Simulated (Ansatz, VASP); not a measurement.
**NbTeI: VASP beside Ansatz**

Contents of INCAR:

```
SYSTEM = NbTeI
  ALGO = Normal
  EDIFF = 1E-6
  ENCUT = 500
  GGA = PE
  GGA_COMPAT = .False.
  ISIF = 2
  ISMEAR = 0
  LASPH = .True.
  LCHARG = .True.
  LELF = .True.
  LREAL = .False.
  LVHAR = .True.
  LWAVE = .False.
  NBANDS = 20
  NELM = 120
  PREC = Accurate
  SIGMA = 0.1
```

KPOINTS

```
k-points
0
Gamma
  6 6 4
  0 0 0
```

Contents of POSCAR:

```
NbTeI
1.0
    4.7111117100      0.0000000000      0.0000000000
   -2.3555558500      4.0799424200      0.0000000000
    0.0000000000      0.0000000000      4.6594420000
Nb Te I
1 1 1
Direct
    0.0000000000      0.0000000000      0.0000000000
    0.6666666700      0.3333333300      0.5000000000
    0.3333333300      0.6666666700      0.5000000000
```

Input for Ansatz:

```yaml
crystal:
  lattice:
    - [4.71111171, 0.0, 0.0]
    - [-2.35555585, 4.07994242, 0.0]
    - [0.0, 0.0, 4.659442]
  atoms:
    - { symbol: Nb, position: [0.0, 0.0, 0.0] }
    - { symbol: Te, position: [0.66666667, 0.33333333, 0.5] }
    - { symbol: I, position: [0.33333333, 0.66666667, 0.5] }
basis:
  ecutwfc: 420
kpoints:
  mp_grid: { grid: [6, 6, 4] }
hamiltonian:
  xc: pbe
scf:
  occupations: { method: gaussian, width: 0.1 }
  lower_state_search: "off"
output:
  forces: true
  stress: true
  eigenvalues: true
```

Change from the starting cell: species swapped into the SmNiAs type (P-6m2, No. 187).

Alike in both runs: task single point; functional PBE; k mesh 6 × 6 × 4; occupations gaussian, width 0.1 eV; no spin polarisation.

```csv
,VASP,Ansatz
version,VASP 6.6.1,Ansatz 0.2.0
potentials or method,"VASP PAW PBE potentials, release 64 (Nb_sv, Te, I), cutoff 500 eV","scalar-relativistic, plane waves, PAW"
valence electrons in the cell,26,46
```

```tsv
	VASP	Ansatz	Ansatz less VASP
gap on the k mesh at the Fermi level (eV)	none	none	-
pressure (GPa)	6.5	6.5	+0.05
traceless stress, the component that is largest in VASP (GPa)	-20.83	-20.85	-0.024
```

A gap of «none» marks a metal or a gap that the smearing closes. VASP's potentials hold 26 valence electrons a cell and Ansatz's 46, so a difference there can come from the potentials and not from the codes.

Neither program's run includes spin-orbit coupling.
